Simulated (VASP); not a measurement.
Crystal: Pb.

```
Pb
1.0
     0.00000    3.41689    3.41689
     3.41689    0.00000    3.41689
     3.41689    3.41689    0.00000
Pb
2
Cartesian
  -0.8542 -0.8542 -0.8542
  0.8542 0.8542 0.8542
```

```yaml
Program: VASP 6.6.1
Task: relaxation of cell and atoms
Functional: PBE
Potentials_or_basis: VASP PAW PBE potentials, release 64 (Pb_d)
Cutoff: 600 eV
k_mesh: 11 × 11 × 11
Occupations: fermi-dirac, width 0.1 eV
Spin: no spin polarisation
```

At the start: pressure 3.1 GPa; volume 39.89 Å³/atom.

Task: How do energy, volume and symmetry change on relaxing?

Result: Over 3 steps the energy falls by 36.2 meV/atom and the volume is 43.97 Å³/atom (+10.2 %); space group Fd-3m (No. 227, to 0.05 Å).

Step by step:
| step | energy change (eV) | largest force (eV/Å) | pressure (GPa) | volume (Å³) |
| --- | --- | --- | --- | --- |
| 1 | 0.0000 | 0.0000 | 3.12 | 79.79 |
| 2 | -0.0712 | 0.0000 | -0.30 | 89.10 |
| 3 | -0.0724 | 0.0000 | 0.02 | 87.94 |

Final structure:
```xyz
2
Lattice="0.0000 3.5296 3.5296 3.5296 0.0000 3.5296 3.5296 3.5296 0.0000" Properties=species:S:1:pos:R:3 pbc="T T T"
Pb    6.1768    6.1768    6.1768
Pb    0.8824    0.8824    0.8824
```
